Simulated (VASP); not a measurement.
# Al5Ga3P8 (an interface model) in VASP: further runs

The runs below take Al5Ga3P8 (an interface model) through single point, with r2SCAN, PBEsol.

All numbers are computed with VASP 6.6.1; they aren't measurements. Logs are shortened: lines on timing, memory, paths and dates and some standing lists are left out, and cuts for length are marked.

## 1. The cell of the first run

The cell holds layers of an interface, 16 atoms: a = 3.846 Å, b = 3.846 Å, c = 21.901 Å, α = 90.00°, β = 90.00°, γ = 90.00°.

## 2. Single point, r2SCAN

POSCAR

```
Al5Ga3P8
1.0
    2.7192440000      2.7192440000      0.0000000000
   -2.7192440000      2.7192440000      0.0000000000
    0.0000000000      0.0000000000     21.9014390000
Ga Al P
3 5 8
Direct
    0.0000000000      0.0000000000      0.9997730000
    0.0000000000      0.0000000000      0.2479040000
    0.5000000000      0.5000000000      0.1238210000
    0.0000000000      0.0000000000      0.4982390000
    0.0000000000      0.0000000000      0.7493810000
    0.5000000000      0.5000000000      0.3727120000
    0.5000000000      0.5000000000      0.6238060000
    0.5000000000      0.5000000000      0.8749270000
    0.5000000000      0.0000000000      0.0618010000
    0.5000000000      0.0000000000      0.3101990000
    0.5000000000      0.0000000000      0.5610240000
    0.5000000000      0.0000000000      0.8121710000
    0.0000000000      0.5000000000      0.1858350000
    0.0000000000      0.5000000000      0.4354670000
    0.0000000000      0.5000000000      0.6865900000
    0.0000000000      0.5000000000      0.9374590000
```

INCAR.step1

```
SYSTEM = Al5Ga3P8
ALGO     = Normal         ! electronic algorithm
EDIFF    = 1E-5           ! SCF threshold, eV
ENCUT    = 440            ! plane-wave cutoff, eV
GGA      = PE             ! functional
GGA_COMPAT= .False.      
ISMEAR   = -1             ! smearing method
LASPH    = .True.         ! aspherical terms in the spheres
LCHARG   = .False.        ! write CHGCAR
LREAL    = .False.        ! projectors in reciprocal space
LWAVE    = .True.         ! write WAVECAR
NBANDS   = 61             ! bands
NELM     = 120            ! most SCF steps
PREC     = Accurate       ! precision mode
SIGMA    = 0.05           ! smearing width, eV
```

INCAR.step2

```
SYSTEM = Al5Ga3P8
ALGO     = Normal         ! electronic algorithm
EDIFF    = 1E-6           ! SCF threshold, eV
ENCUT    = 440            ! plane-wave cutoff, eV
GGA_COMPAT= .False.      
ISIF     = 2              ! what is computed and relaxed
ISMEAR   = -1             ! smearing method
ISTART   = 1            
LASPH    = .True.         ! aspherical terms in the spheres
LCHARG   = .False.        ! write CHGCAR
LMIXTAU  = .True.       
LREAL    = .False.        ! projectors in reciprocal space
LWAVE    = .False.        ! write WAVECAR
METAGGA  = R2SCAN         ! meta-GGA
NBANDS   = 61             ! bands
NELM     = 120            ! most SCF steps
PREC     = Accurate       ! precision mode
SIGMA    = 0.05           ! smearing width, eV
```

KPOINTS

```
k-points
0
Gamma
  4 4 1
  0 0 0
```

Potentials or basis: VASP PAW PBE potentials, release 64 (Ga_d, Al, P).

Started as:

```bash
cat potpaw_PBE.64/Ga_d/POTCAR potpaw_PBE.64/Al/POTCAR potpaw_PBE.64/P/POTCAR > POTCAR
cp INCAR.step1 INCAR
mpirun -np 1 vasp_std > vasp.out
cp INCAR.step2 INCAR
mpirun -np 1 vasp_std > vasp.out
```

OUTCAR:

```text
SYSTEM = Al5Ga3P8
   EDIFF = 1E-6
   ENCUT = 440
   ISIF = 2
   ISMEAR = -1
   ISTART = 1
   LASPH = .True.
   LREAL = .False.
   METAGGA = R2SCAN
   NELM = 120
   PREC = Accurate

 ion  position               nearest neighbor table
   1  0.000  0.000  1.000-   9 2.35   9 2.35  16 2.36  16 2.36
   2  0.000  0.000  0.248-  13 2.35  13 2.35  10 2.36  10 2.36
   3  0.500  0.500  0.124-  13 2.35  13 2.35   9 2.35   9 2.35
   4  0.000  0.000  0.498-  14 2.36  14 2.36  11 2.36  11 2.36
   5  0.000  0.000  0.749-  12 2.36  12 2.36  15 2.36  15 2.36
   6  0.500  0.500  0.373-  10 2.36  10 2.36  14 2.36  14 2.36
[... 8 lines left out ...]
  15  0.000  0.500  0.687-   7 2.36   7 2.36   5 2.36   5 2.36
  16  0.000  0.500  0.937-   1 2.36   1 2.36   8 2.36   8 2.36

  LATTYP: Found a simple tetragonal cell.
 ALAT       =     3.8455917442
 C/A-ratio  =     5.6952064745

  Lattice vectors:

 A1 = (   2.7192440000,   2.7192440000,   0.0000000000)
 A2 = (  -2.7192440000,   2.7192440000,   0.0000000000)
 A3 = (   0.0000000000,   0.0000000000,  21.9014390000)

Analysis of symmetry for initial positions (statically):
=====================================================================
 Subroutine PRICEL returns:
 Original cell was already a primitive cell.

 Routine SETGRP: Setting up the symmetry group for a
 simple tetragonal supercell.

 Subroutine GETGRP returns: Found  4 space group operations
 (whereof  4 operations were pure point group operations)
 out of a pool of 16 trial point group operations.

The static configuration has the point symmetry C_2v.

Analysis of symmetry for dynamics (positions and initial velocities):
=====================================================================
 Subroutine PRICEL returns:
 Original cell was already a primitive cell.

 Routine SETGRP: Setting up the symmetry group for a
 simple tetragonal supercell.

 Subroutine GETGRP returns: Found  4 space group operations
 (whereof  4 operations were pure point group operations)
 out of a pool of 16 trial point group operations.

The dynamic configuration has the point symmetry C_2v.

 Subroutine INISYM returns: Found  4 space group operations
 (whereof  4 operations are pure point group operations),
 and found     1 'primitive' translations

----------------------------------------------------------------------------------------

                                     Primitive cell

  volume of cell :     323.8911

  direct lattice vectors                    reciprocal lattice vectors
     2.719244000  2.719244000  0.000000000     0.183874636  0.183874636  0.000000000
    -2.719244000  2.719244000  0.000000000    -0.183874636  0.183874636  0.000000000
     0.000000000  0.000000000 21.901439000     0.000000000  0.000000000  0.045659100

  length of vectors
     3.845591744  3.845591744 21.901439000     0.260038004  0.260038004  0.045659100

  position of ions in fractional coordinates (direct lattice)
     0.000000000  0.000000000  0.999773000
     0.000000000  0.000000000  0.247904000
     0.500000000  0.500000000  0.123821000
     0.000000000  0.000000000  0.498239000
     0.000000000  0.000000000  0.749381000
     0.500000000  0.500000000  0.372712000
[... 8 lines left out ...]
     0.000000000  0.500000000  0.686590000
     0.000000000  0.500000000  0.937459000

  ion indices of the primitive-cell ions
   primitive index   ion index
                 1           1
                 2           2
                 3           3
                 4           4
                 5           5
                 6           6
[... 8 lines left out ...]
                15          15
                16          16

----------------------------------------------------------------------------------------

 KPOINTS: k-points

Automatic generation of k-mesh.
 Grid dimensions read from file:
 generate k-points for:    4    4    1

 Generating k-lattice:

  Cartesian coordinates                     Fractional coordinates (reciprocal lattice)
     0.045968659  0.045968659  0.000000000     0.250000000  0.000000000  0.000000000
    -0.045968659  0.045968659  0.000000000     0.000000000  0.250000000  0.000000000
     0.000000000  0.000000000  0.045659100     0.000000000  0.000000000  1.000000000

  Length of vectors
     0.065009501  0.065009501  0.045659100

  Shift w.r.t. Gamma in fractional coordinates (k-lattice)
     0.000000000  0.000000000  0.000000000

 Subroutine IBZKPT returns following result:
 ===========================================

 Found      9 irreducible k-points:

 Following reciprocal coordinates:
            Coordinates               Weight
  0.000000  0.000000  0.000000      1.000000
  0.250000  0.000000  0.000000      2.000000
  0.000000  0.250000  0.000000      2.000000
  0.500000  0.000000  0.000000      1.000000
  0.000000  0.500000  0.000000      1.000000
  0.250000  0.250000  0.000000      4.000000
  0.500000  0.250000  0.000000      2.000000
 -0.250000  0.500000  0.000000      2.000000
  0.500000  0.500000  0.000000      1.000000
   k-points           NKPTS =      9   k-points in BZ     NKDIM =      9   number of bands    NBANDS=     61
   number of dos      NEDOS =    301   number of ions     NIONS =     16
   total plane-waves  NPLWV = 117600
   dimension x,y,z NGX =    28 NGY =   28 NGZ =  150
   dimension x,y,z NGXF=    56 NGYF=   56 NGZF=  300
   ions per type =               3   5   8
   NGX,Y,Z   is equivalent  to a cutoff of  12.10, 12.10, 11.39 a.u.
   NGXF,Y,Z  is equivalent  to a cutoff of  24.21, 24.21, 22.77 a.u.
 SYSTEM =  Al5Ga3P8
   PREC   = accura    normal or accurate (medium, high low for compatibility)
   ISTART =      1    job   : 0-new  1-cont  2-samecut
   ICHARG =      0    charge: 1-file 2-atom 10-const
   ISPIN  =      1    spin polarized calculation?
   LNONCOLLINEAR =      F non collinear calculations
   LSORBIT =      F    spin-orbit coupling
   LASPH  =      T    aspherical Exc in radial PAW
   ENCUT  =  440.0 eV  32.34 Ry    5.69 a.u.   6.58  6.58 37.46*2*pi/ulx,y,z
   NELM   =    120;   NELMIN=  2; NELMDL=  0     # of ELM steps
   EDIFF  = 0.1E-05   stopping-criterion for ELM
   LREAL  =      F    real-space projection
   EDIFFG = 0.1E-04   stopping-criterion for IOM
   NSW    =      0    number of steps for IOM
   IBRION =     -1    ionic relax: 0-MD 1-quasi-New 2-CG
   NFREE  =      0    steps in history (QN), initial steepest desc. (CG)
   ISIF   =      2    stress and relaxation
   ISYM   =      2    0-nonsym 1-usesym 2-fastsym
   POTIM  = 0.5000    time-step for ionic-motion
   TEBEG  =    0.0;   TEEND  =   0.0 temperature during run
   PSTRESS=    0.0 pullay stress
   NELECT =      94.0000    total number of electrons
   NUPDOWN=      -1.0000    fix difference up-down
   EMIN   =  10.00;   EMAX   =-10.00  energy-range for DOS
   EFERMI =   0.00;   METHOD = LEGACY
   ISMEAR =    -1;   SIGMA  =   0.05  broadening in eV -4-tet -1-fermi 0-gaus
   EFERMI_NEDOS =   21; number of points for ismear=-14 and -15
   IALGO  =     38    algorithm
   IMIX   =      4    mixing-type and parameters
     AMIX     =   0.40;   BMIX     =  1.00
     AMIX_MAG =   1.60;   BMIX_MAG =  1.00
  volume/ion in A,a.u.               =      20.24       136.61
  Fermi-wavevector in a.u.,A,eV,Ry     =   1.083888  2.048252 15.984307  1.174813
  Thomas-Fermi vector in A             =   2.219965
   LORBIT       =      0    0 simple, 1 ext, 2 COOP (PROOUT), +10 PAW based schemes
   METAGGA = R2SCAN    functional components
   LHFCALC =     F    Hartree Fock is set to
   AEXX    =    0.0000 exact exchange contribution
   IVDW    =     0    specifies the selected vdW correction
   LEPSILON=     F    determine dielectric tensor
   LRPA    =     F    only Hartree local field effects (RPA)
 non-spin polarized calculation
  energy-cutoff  :      440.00
  volume of cell :      323.89
 maximum number of plane-waves:      6859
 NGX is ok and might be reduce to    28
   NGX = 13   NGY = 13   NGZ = 75

 number of electron      94.0000026 magnetization

 Free energy of the ion-electron system (eV)
  ---------------------------------------------------
  ext. energy  EPLUGINS =         0.00000000
  ---------------------------------------------------
  free energy    TOTEN  =      -150.12523771 eV

  energy without entropy =     -150.12523769  energy(sigma->0) =     -150.12523770

 E-fermi :   5.4238     XC(G=0):  -9.9806

 val. band max:        4.5522822208   @ k =   0.0000   0.0000   0.0000
 cond. band min:       6.3025190446   @ k =   0.5000   0.5000   0.0000
 fundamental gap:      1.7502368238
 Fermi energy:         5.4237872764

 k-point     1 :       0.0000    0.0000    0.0000
  band No.  band energies     occupation
      1     -10.3179      2.00000
      2     -10.2844      2.00000
      3     -10.2230      2.00000
      4     -10.1976      2.00000
      5     -10.1975      2.00000
      6     -10.1813      2.00000
[... 51 lines left out ...]
     58       8.5692      0.00000
     59       8.8109      0.00000

 k-point     2 :       0.2500    0.0000    0.0000
  band No.  band energies     occupation
      1     -10.3065      2.00000
      2     -10.2816      2.00000
      3     -10.2358      2.00000
      4     -10.2177      2.00000
      5     -10.1904      2.00000
      6     -10.1826      2.00000
[... 51 lines left out ...]
     58       9.5932      0.00000
     59       9.5991      0.00000

 k-point     3 :       0.0000    0.2500    0.0000
  band No.  band energies     occupation
      1     -10.3065      2.00000
      2     -10.2815      2.00000
      3     -10.2353      2.00000
      4     -10.2184      2.00000
      5     -10.1905      2.00000
      6     -10.1824      2.00000
[... 307 lines left out ...]
      4     -10.2327      2.00000
      5     -10.1669      2.00000
      6     -10.1629      2.00000
[... 51 lines left out ...]
     58       9.2119      0.00000
     59       9.2729      0.00000

 k-point     9 :       0.5000    0.5000    0.0000
  band No.  band energies     occupation
      1     -10.3293      2.00000
      2     -10.3291      2.00000
      3     -10.2507      2.00000
      4     -10.2499      2.00000
      5     -10.1457      2.00000
      6     -10.1454      2.00000
[... 51 lines left out ...]
     58       8.1433      0.00000
     59       8.3696      0.00000
 [bands above 59 left out]

------------------------ aborting loop because EDIFF is reached ----------------------------------------

  FORCE on cell =-STRESS in cart. coord.  units (eV):
  Direction    XX          YY          ZZ          XY          YZ          ZX
  --------------------------------------------------------------------------------------
  -------------------------------------------------------------------------------------
  Total        2.3610362      2.3610362     -0.3506645      0.0048792      0.0000000      0.0000000
  in kB       11.6792303     11.6792303     -1.7346161      0.0241360      0.0000000      0.0000000
  external PRESSURE =       7.2079482 kB  Pullay stress =       0.0000000 kB

 VOLUME and BASIS-vectors are now :
 -----------------------------------------------------------------------------
  energy-cutoff  :      440.00
  volume of cell :      323.89
      direct lattice vectors                 reciprocal lattice vectors
     2.719244000  2.719244000  0.000000000     0.183874636  0.183874636  0.000000000
    -2.719244000  2.719244000  0.000000000    -0.183874636  0.183874636  0.000000000
     0.000000000  0.000000000 21.901439000     0.000000000  0.000000000  0.045659100

 POSITION                                       TOTAL-FORCE (eV/Angst)
 -----------------------------------------------------------------------------------
      0.00000      0.00000     21.89647        -0.000000     -0.000000     -0.011314
      0.00000      0.00000      5.42945        -0.000000      0.000000      0.004348
      0.00000      2.71924      2.71186         0.000000      0.000000      0.015034
      0.00000      0.00000     10.91215        -0.000000     -0.000000     -0.001158
      0.00000      0.00000     16.41252        -0.000000     -0.000000      0.000316
      0.00000      2.71924      8.16293        -0.000000     -0.000000     -0.005189
[... 8 lines left out ...]
     -1.35962      1.35962     15.03731        -0.000000     -0.000000     -0.000702
     -1.35962      1.35962     20.53170        -0.000000     -0.000000     -0.069104
 -----------------------------------------------------------------------------------
    total drift:                               -0.000000      0.000000      0.021759

  FREE ENERGIE OF THE ION-ELECTRON SYSTEM (eV)
  ---------------------------------------------------
  free  energy   TOTEN  =      -150.1252377055 eV

  energy  without entropy=     -150.1252376909  energy(sigma->0) =     -150.12523770
```

Run time: 19 min. Hardware: 1 thread of Intel Xeon 8259CL, shared host; peak memory 0.44 GiB.

Results:

```yaml
Free_energy: -150.1252 eV
Pressure: 0.7 GPa
Largest_force: 0.069 eV/Å
Band_gap_on_the_k_mesh: 1.75 eV (least direct gap 1.77 eV)
```

Forces in eV/Å, atoms in the order of the input:
```
Ga   0.000  0.000 -0.011
Ga   0.000  0.000  0.004
Ga   0.000  0.000  0.015
Al   0.000  0.000 -0.001
Al   0.000  0.000  0.000
Al   0.000  0.000 -0.005
Al   0.000  0.000  0.000
Al   0.000  0.000  0.006
P    0.000  0.000  0.004
P    0.000  0.000  0.065
P    0.000  0.000 -0.001
P    0.000  0.000  0.001
P    0.000  0.000  0.000
P    0.000  0.000 -0.006
P    0.000  0.000 -0.001
P    0.000  0.000 -0.069
```

Levels at points of the mesh, in eV from the valence-band top:
```csv
k point,band 43,band 44,band 45,band 46,band 47,band 48,band 49,band 50,band 51,band 52
"(0.00, 0.00, 0.00)",-0.63,-0.63,-0.07,0.00,0.00,1.77,2.04,2.25,2.51,2.74
"(0.50, 0.00, 0.00)",-1.04,-1.03,-0.99,-0.95,-0.94,2.52,2.81,3.41,3.59,3.68
"(0.00, 0.50, 0.00)",-1.03,-1.02,-0.99,-0.95,-0.94,2.52,2.81,3.41,3.59,3.68
"(0.50, 0.50, 0.00)",-2.89,-2.52,-2.52,-2.52,-2.51,1.75,1.75,2.30,2.57,2.81
```

Caveat: the PAW data sets were made with another functional, which shifts forces and pressure a little.

(Continued in part 2 of 2.)
